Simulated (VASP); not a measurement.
# Cu (Fm-3m) in VASP: a series of runs

Cu is run at these levels: PBEsol; tasks: single point.

Everything below comes from runs of VASP 6.6.1. Logs are shortened: lines on timing, memory, paths and dates and some standing lists are left out, and cuts for length are marked.

**1. The cell of the first run**

Symmetry: Fm-3m, No. 225, cubic system. Conventional cell: a = 3.615 Å, b = 3.615 Å, c = 3.615 Å, α = 90.00°, β = 90.00°, γ = 90.00°. Within 3.4 Å of Cu (site symmetry m-3m) lie 12 Cu at 2.56 Å.

**2. Single point, PBEsol**

Contents of INCAR:

```
SYSTEM = Cu
PREC = Accurate
ENCUT = 520
EDIFF = 1E-6
ISMEAR = 0
SIGMA = 0.1
LREAL = .FALSE.
LASPH = .TRUE.
NELM = 80
ALGO = Fast
ISIF = 2
LWAVE = .FALSE.
LCHARG = .FALSE.
GGA = PS
NBANDS = 12
```

Contents of KPOINTS:

```
Automatic mesh
0
G
  20 20 20
  0 0 0
```

Contents of POSCAR:

```
Cu
1.0
    0.0000000000      1.8075000000      1.8075000000
    1.8075000000      0.0000000000      1.8075000000
    1.8075000000      1.8075000000      0.0000000000
Cu
1
Direct
    0.0000000000      0.0000000000      0.0000000000
```

Potentials or basis: VASP PAW PBE potentials, release 64 (Cu).

Launch:

```
cat potpaw_PBE.64/Cu/POTCAR > POTCAR
mpirun -np 1 vasp_std > vasp.out
```

OUTCAR:

```text
SYSTEM = Cu
   PREC = Accurate
   ENCUT = 520
   EDIFF = 1E-6
   ISMEAR = 0
   LREAL = .FALSE.
   LASPH = .TRUE.
   NELM = 80
   ISIF = 2
   GGA = PS

 ion  position               nearest neighbor table
   1  0.000  0.000  0.000-

  LATTYP: Found a face centered cubic cell.
 ALAT       =     3.6150000000

  Lattice vectors:

 A1 = (   0.0000000000,   1.8075000000,   1.8075000000)
 A2 = (   1.8075000000,   0.0000000000,   1.8075000000)
 A3 = (   1.8075000000,   1.8075000000,   0.0000000000)

Analysis of symmetry for initial positions (statically):
=====================================================================
 Subroutine PRICEL returns:
 Original cell was already a primitive cell.

 Routine SETGRP: Setting up the symmetry group for a
 face centered cubic supercell.

 Subroutine GETGRP returns: Found 48 space group operations
 (whereof 48 operations were pure point group operations)
 out of a pool of 48 trial point group operations.

The static configuration has the point symmetry O_h .

Analysis of symmetry for dynamics (positions and initial velocities):
=====================================================================
 Subroutine PRICEL returns:
 Original cell was already a primitive cell.

 Routine SETGRP: Setting up the symmetry group for a
 face centered cubic supercell.

 Subroutine GETGRP returns: Found 48 space group operations
 (whereof 48 operations were pure point group operations)
 out of a pool of 48 trial point group operations.

The dynamic configuration has the point symmetry O_h .

 Subroutine INISYM returns: Found 48 space group operations
 (whereof 48 operations are pure point group operations),
 and found     1 'primitive' translations

----------------------------------------------------------------------------------------

                                     Primitive cell

  volume of cell :      11.8104

  direct lattice vectors                    reciprocal lattice vectors
     0.000000000  1.807500000  1.807500000    -0.276625173  0.276625173  0.276625173
     1.807500000  0.000000000  1.807500000     0.276625173 -0.276625173  0.276625173
     1.807500000  1.807500000  0.000000000     0.276625173  0.276625173 -0.276625173

  length of vectors
     2.556191014  2.556191014  2.556191014     0.479128854  0.479128854  0.479128854

  position of ions in fractional coordinates (direct lattice)
     0.000000000  0.000000000  0.000000000

  ion indices of the primitive-cell ions
   primitive index   ion index
                 1           1

----------------------------------------------------------------------------------------

 KPOINTS: Automatic mesh

Automatic generation of k-mesh.
 Grid dimensions read from file:
 generate k-points for:   20   20   20

 Generating k-lattice:

  Cartesian coordinates                     Fractional coordinates (reciprocal lattice)
    -0.013831259  0.013831259  0.013831259     0.050000000  0.000000000  0.000000000
     0.013831259 -0.013831259  0.013831259     0.000000000  0.050000000  0.000000000
     0.013831259  0.013831259 -0.013831259     0.000000000  0.000000000  0.050000000

  Length of vectors
     0.023956443  0.023956443  0.023956443

  Shift w.r.t. Gamma in fractional coordinates (k-lattice)
     0.000000000  0.000000000  0.000000000

 Subroutine IBZKPT returns following result:
 ===========================================

 Found    256 irreducible k-points:

 Following reciprocal coordinates:
            Coordinates               Weight
  0.000000  0.000000  0.000000      1.000000
  0.050000  0.000000  0.000000      8.000000
  0.100000  0.000000  0.000000      8.000000
  0.150000  0.000000  0.000000      8.000000
  0.200000  0.000000  0.000000      8.000000
  0.250000  0.000000  0.000000      8.000000
[... 16 lines left out ...]
 -0.400000  0.050000  0.000000     24.000000
 -0.350000  0.050000  0.000000     24.000000
 [... further k-points ...]
   k-points           NKPTS =    256   k-points in BZ     NKDIM =    256   number of bands    NBANDS=     12
   number of dos      NEDOS =    301   number of ions     NIONS =      1
   total plane-waves  NPLWV =   8000
   dimension x,y,z NGX =    20 NGY =   20 NGZ =   20
   dimension x,y,z NGXF=    40 NGYF=   40 NGZF=   40
   ions per type =               1
   NGX,Y,Z   is equivalent  to a cutoff of  13.01, 13.01, 13.01 a.u.
   NGXF,Y,Z  is equivalent  to a cutoff of  26.01, 26.01, 26.01 a.u.
 SYSTEM =  Cu
   PREC   = accura    normal or accurate (medium, high low for compatibility)
   ISTART =      0    job   : 0-new  1-cont  2-samecut
   ICHARG =      2    charge: 1-file 2-atom 10-const
   ISPIN  =      1    spin polarized calculation?
   LNONCOLLINEAR =      F non collinear calculations
   LSORBIT =      F    spin-orbit coupling
   LASPH  =      T    aspherical Exc in radial PAW
   ENCUT  =  520.0 eV  38.22 Ry    6.18 a.u.   4.75  4.75  4.75*2*pi/ulx,y,z
   NELM   =     80;   NELMIN=  2; NELMDL= -5     # of ELM steps
   EDIFF  = 0.1E-05   stopping-criterion for ELM
   LREAL  =      F    real-space projection
   EDIFFG = 0.1E-04   stopping-criterion for IOM
   NSW    =      0    number of steps for IOM
   IBRION =     -1    ionic relax: 0-MD 1-quasi-New 2-CG
   NFREE  =      0    steps in history (QN), initial steepest desc. (CG)
   ISIF   =      2    stress and relaxation
   ISYM   =      2    0-nonsym 1-usesym 2-fastsym
   POTIM  = 0.5000    time-step for ionic-motion
   TEBEG  =    0.0;   TEEND  =   0.0 temperature during run
   PSTRESS=    0.0 pullay stress
   NELECT =      11.0000    total number of electrons
   NUPDOWN=      -1.0000    fix difference up-down
   EMIN   =  10.00;   EMAX   =-10.00  energy-range for DOS
   EFERMI =   0.00;   METHOD = LEGACY
   ISMEAR =     0;   SIGMA  =   0.10  broadening in eV -4-tet -1-fermi 0-gaus
   EFERMI_NEDOS =   21; number of points for ismear=-14 and -15
   IALGO  =     68    algorithm
   IMIX   =      4    mixing-type and parameters
     AMIX     =   0.40;   BMIX     =  1.00
     AMIX_MAG =   1.60;   BMIX_MAG =  1.00
  volume/ion in A,a.u.               =      11.81        79.70
  Fermi-wavevector in a.u.,A,eV,Ry     =   1.598763  3.021224 34.777078  2.556043
  Thomas-Fermi vector in A             =   2.696162
   LORBIT       =      0    0 simple, 1 ext, 2 COOP (PROOUT), +10 PAW based schemes
   GGA     = PS    functional components
   LHFCALC =     F    Hartree Fock is set to
   AEXX    =    0.0000 exact exchange contribution
   IVDW    =     0    specifies the selected vdW correction
   LEPSILON=     F    determine dielectric tensor
   LRPA    =     F    only Hartree local field effects (RPA)
 non-spin polarized calculation
 RMM-DIIS sequential band-by-band and
 Gauss-broadening in eV      SIGMA  =   0.10
  energy-cutoff  :      520.00
  volume of cell :       11.81
 maximum number of plane-waves:       332
   NGX =  9   NGY =  9   NGZ =  9

 number of electron      11.0000001 magnetization

 Free energy of the ion-electron system (eV)
  ---------------------------------------------------
  ext. energy  EPLUGINS =         0.00000000
  ---------------------------------------------------
  free energy    TOTEN  =        -4.30193451 eV

  energy without entropy =       -4.30060219  energy(sigma->0) =       -4.30126835

 E-fermi :   7.3609     XC(G=0): -12.9076

 val. band max:        7.3509788592   @ k =   0.5000   0.2500   0.1000
 cond. band min:       7.4166595339   @ k =   0.5000   0.3500   0.1500
 fundamental gap:      0.0656806747
 Fermi energy:         7.3609071283

 k-point     1 :       0.0000    0.0000    0.0000
  band No.  band energies     occupation
      1      -1.9884      2.00000
      2       4.3753      2.00000
      3       4.3753      2.00000
      4       4.3753      2.00000
      5       5.2074      2.00000
      6       5.2074      2.00000
      7      29.9828      0.00000
      8      32.5969      0.00000
      9      32.5969      0.00000
     10      32.5969      0.00000
     11      35.0744      0.00000
     12      35.0744      0.00000

 k-point     2 :       0.0500    0.0000    0.0000
  band No.  band energies     occupation
      1      -1.8972      2.00000
      2       4.3557      2.00000
      3       4.3928      2.00000
      4       4.3928      2.00000
      5       5.2004      2.00000
      6       5.2004      2.00000
      7      29.4819      0.00000
      8      31.3693      0.00000
      9      32.2886      0.00000
     10      32.2886      0.00000
     11      35.5127      0.00000
     12      35.5131      0.00000

 k-point     3 :       0.1000    0.0000    0.0000
  band No.  band energies     occupation
      1      -1.6260      2.00000
      2       4.3013      2.00000
      3       4.4398      2.00000
      4       4.4398      2.00000
      5       5.1846      2.00000
      6       5.1846      2.00000
      7      27.4458      0.00000
      8      30.7247      0.00000
      9      31.6935      0.00000
     10      31.6935      0.00000
     11      36.4669      0.00000
     12      36.4836      0.00000
[... 286 lines left out ...]
 k-point    23 :      -0.4000    0.0500    0.0000
  band No.  band energies     occupation
      1       2.1923      2.00000
      2       4.3540      2.00000
      3       4.4007      2.00000
      4       5.0854      2.00000
      5       5.6505      2.00000
      6       6.1056      2.00000
      7      12.8064      0.00000
      8      27.2214      0.00000
      9      29.1515      0.00000
     10      29.7896      0.00000
     11      32.7378      0.00000
     12      34.1208      0.00000

 k-point    24 :      -0.3500    0.0500    0.0000
  band No.  band energies     occupation
      1       1.8359      2.00000
      2       4.4045      2.00000
      3       4.4448      2.00000
      4       4.5601      2.00000
      5       5.5211      2.00000
      6       5.8014      2.00000
      7      14.6531      0.00000
      8      27.1576      0.00000
      9      29.5561      0.00000
     10      30.5062      0.00000
     11      32.8226      0.00000
     12      34.5662      0.00000

 [... further k-points ...]

------------------------ aborting loop because EDIFF is reached ----------------------------------------

  FORCE on cell =-STRESS in cart. coord.  units (eV):
  Direction    XX          YY          ZZ          XY          YZ          ZX
  --------------------------------------------------------------------------------------
  -------------------------------------------------------------------------------------
  Total       -0.4314089     -0.4314089     -0.4314089      0.0000000      0.0000000     -0.0000000
  in kB      -58.5241054    -58.5241054    -58.5241054      0.0000000      0.0000000     -0.0000000
  external PRESSURE =     -58.5241054 kB  Pullay stress =       0.0000000 kB

 VOLUME and BASIS-vectors are now :
 -----------------------------------------------------------------------------
  energy-cutoff  :      520.00
  volume of cell :       11.81
      direct lattice vectors                 reciprocal lattice vectors
     0.000000000  1.807500000  1.807500000    -0.276625173  0.276625173  0.276625173
     1.807500000  0.000000000  1.807500000     0.276625173 -0.276625173  0.276625173
     1.807500000  1.807500000  0.000000000     0.276625173  0.276625173 -0.276625173

 POSITION                                       TOTAL-FORCE (eV/Angst)
 -----------------------------------------------------------------------------------
      0.00000      0.00000      0.00000        -0.000000      0.000000     -0.000000
 -----------------------------------------------------------------------------------
    total drift:                                0.000000     -0.000000      0.000000

  FREE ENERGIE OF THE ION-ELECTRON SYSTEM (eV)
  ---------------------------------------------------
  free  energy   TOTEN  =        -4.3019345090 eV

  energy  without entropy=       -4.3006021919  energy(sigma->0) =       -4.30126835
```

It took 50 s on 1 thread of Intel Xeon Platinum 8259CL at 2.50GHz (Skylake/Cascade Lake), shared host; peak memory 0.15 GiB.

Results:

```yaml
Free_energy: -4.3019 eV
Pressure: -5.9 GPa
```

Caveat: the PAW data sets were made with another functional, which shifts forces and pressure a little.

**3. Single point, PBEsol (volume scaled by 1.03)**

Contents of INCAR:

```
SYSTEM = Cu
  ALGO = Normal
  EDIFF = 1E-7
  ENCUT = 520
  GGA = PS
  ISIF = 2
  ISMEAR = 0
  LASPH = .TRUE.
  LCHARG = .TRUE.
  LELF = .TRUE.
  LREAL = .FALSE.
  LVHAR = .TRUE.
  LWAVE = .FALSE.
  NBANDS = 12
  NELM = 100
  PREC = Accurate
  SIGMA = 0.1
```

Contents of KPOINTS:

```
k-points
0
G
  20 20 20
  0 0 0
```

Contents of POSCAR:

```
Cu
1.0
    0.0000000000      1.7993276450      1.7993276450
    1.7993276450      0.0000000000      1.7993276450
    1.7993276450      1.7993276450      0.0000000000
Cu
1
Direct
    0.0000000000      0.0000000000      0.0000000000
```

Potentials or basis: VASP PAW PBE potentials, release 64 (Cu).

Launch:

```
cat potpaw_PBE.64/Cu/POTCAR > POTCAR
mpirun -np 1 vasp_std > vasp.out
```

OUTCAR:

```text
SYSTEM = Cu
   EDIFF = 1E-7
   ENCUT = 520
   GGA = PS
   ISIF = 2
   ISMEAR = 0
   LASPH = .TRUE.
   LREAL = .FALSE.
   NELM = 100
   PREC = Accurate

 ion  position               nearest neighbor table
   1  0.000  0.000  0.000-

  LATTYP: Found a face centered cubic cell.
 ALAT       =     3.5986552900

  Lattice vectors:

 A1 = (   0.0000000000,   1.7993276450,   1.7993276450)
 A2 = (   1.7993276450,   0.0000000000,   1.7993276450)
[... 538 lines left out ...]
     11      33.1870      0.00000
     12      34.9529      0.00000

 [... further k-points ...]

------------------------ aborting loop because EDIFF is reached ----------------------------------------

  FORCE on cell =-STRESS in cart. coord.  units (eV):
  Direction    XX          YY          ZZ          XY          YZ          ZX
  --------------------------------------------------------------------------------------
  -------------------------------------------------------------------------------------
  Total       -0.2830574     -0.2830574     -0.2830574     -0.0000000      0.0000000      0.0000000
  in kB      -38.9246195    -38.9246195    -38.9246195     -0.0000000      0.0000000      0.0000000
  external PRESSURE =     -38.9246195 kB  Pullay stress =       0.0000000 kB

 VOLUME and BASIS-vectors are now :
 -----------------------------------------------------------------------------
  energy-cutoff  :      520.00
  volume of cell :       11.65
      direct lattice vectors                 reciprocal lattice vectors
     0.000000000  1.799327645  1.799327645    -0.277881575  0.277881575  0.277881575
     1.799327645  0.000000000  1.799327645     0.277881575 -0.277881575  0.277881575
     1.799327645  1.799327645  0.000000000     0.277881575  0.277881575 -0.277881575

 POSITION                                       TOTAL-FORCE (eV/Angst)
 -----------------------------------------------------------------------------------
      0.00000      0.00000      0.00000         0.000000     -0.000000     -0.000000
 -----------------------------------------------------------------------------------
    total drift:                                0.000000      0.000000      0.000000

  FREE ENERGIE OF THE ION-ELECTRON SYSTEM (eV)
  ---------------------------------------------------
  free  energy   TOTEN  =        -4.3066653669 eV

  energy  without entropy=       -4.3053508566  energy(sigma->0) =       -4.30600811
```

stdout:

```text
POSCAR found type information on POSCAR Cu
 POSCAR found :  1 types and       1 ions
 scaLAPACK will be used
 -----------------------------------------------------------------------------
|                                                                             |
|                                                                             |
|     You enforced a specific xc type in the INCAR file but a different       |
|     I HOPE YOU KNOW WHAT YOU ARE DOING!                                     |
|                                                                             |
 -----------------------------------------------------------------------------

 LDA part: xc-table for (Slater+PW92), standard interpolation
 POSCAR, INCAR and KPOINTS ok, starting setup
 FFT: planning ... GRIDC
 FFT: planning ... GRID_SOFT
 FFT: planning ... GRID
 WAVECAR not read
 entering main loop
```

It took 47 s on 1 thread of Intel Xeon Platinum 8259CL at 2.50GHz (Skylake/Cascade Lake), shared host; peak memory 0.15 GiB.

Results:

| Item | Value |
| --- | --- |
| Free energy | -4.3067 eV |
| Pressure | -3.9 GPa |

Levels at points of the mesh, in eV from the Fermi level:
| k point | band 2 | band 3 | band 4 | band 5 | band 6 | band 7 | band 8 | band 9 | band 10 | band 11 |
| --- | --- | --- | --- | --- | --- | --- | --- | --- | --- | --- |
| (0.00, 0.00, 0.00) | -3.03 | -3.03 | -3.03 | -2.18 | -2.18 | 22.73 | 25.45 | 25.45 | 25.45 | 27.94 |
| (0.50, 0.00, 0.00) | -3.06 | -3.06 | -1.60 | -1.60 | -1.04 | 3.85 | 21.22 | 22.26 | 22.26 | 25.27 |
| (0.50, 0.50, 0.00) | -4.46 | -1.61 | -1.46 | -1.46 | 1.48 | 7.23 | 13.18 | 13.18 | 17.73 | 20.50 |

Caveat: the PAW data sets were made with another functional, which shifts forces and pressure a little.
